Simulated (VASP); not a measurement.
Write the native input for VASP 6.6.1 that does the following.

| Quantity | Value |
| --- | --- |
| Task | single point |
| Functional | PBE |
| Potentials or basis | VASP PAW PBE potentials, release 64 (In_d, P) |
| Cutoff | 520 eV |
| k mesh | 12 × 12 × 12 |
| Occupations | gaussian, width 0.05 eV |
| Spin | no spin polarisation |
| Dipole correction | no |
| Further INCAR settings | ALGO = Normal; EDIFF = 1e-06; NBANDS = 16 |

The structure of InP lies in POSCAR:

```
InP
1.0
    0.0000000000      3.1459243445      2.6740356928
    3.1459243445      0.0000000000      2.6740356928
    3.1459243445      3.1459243445      0.0000000000
In P
1 1
Direct
    0.0000000000      0.0000000000      0.0000000000
    0.7500000000      0.7500000000      0.7500000000
```

This cell differs from its parent crystal: ratio of the length along z to the lengths across it x 0.85, volume and fractional coordinates fixed.

The input as run:

INCAR

```
SYSTEM = InP
PREC = Accurate
ENCUT = 520
EDIFF = 1E-6
ISMEAR = 0
SIGMA = 0.05
LREAL = .False.
LASPH = .True.
NELM = 60
ALGO = Normal
ISIF = 2
LWAVE = .False.
LCHARG = .False.
GGA = PE
NBANDS = 16
```

KPOINTS

```
Automatic mesh
0
Gamma
  12 12 12
  0 0 0
```

Potentials or basis: VASP PAW PBE potentials, release 64 (In_d, P).

Launch:

```sh
$ cat potpaw_PBE.64/In_d/POTCAR potpaw_PBE.64/P/POTCAR > POTCAR
$ mpirun -np 1 vasp_std > vasp.out
```

It gave:

```yaml
Pressure: -0.6 GPa
Band_gap_on_the_k_mesh: 0.04 eV
```

Caveat: spin-orbit coupling is left out, which moves the levels of the heavy elements.

It took 2.7 min on 1 thread of Intel Xeon 8259CL, with other jobs on the host, peak memory 0.28 GiB.
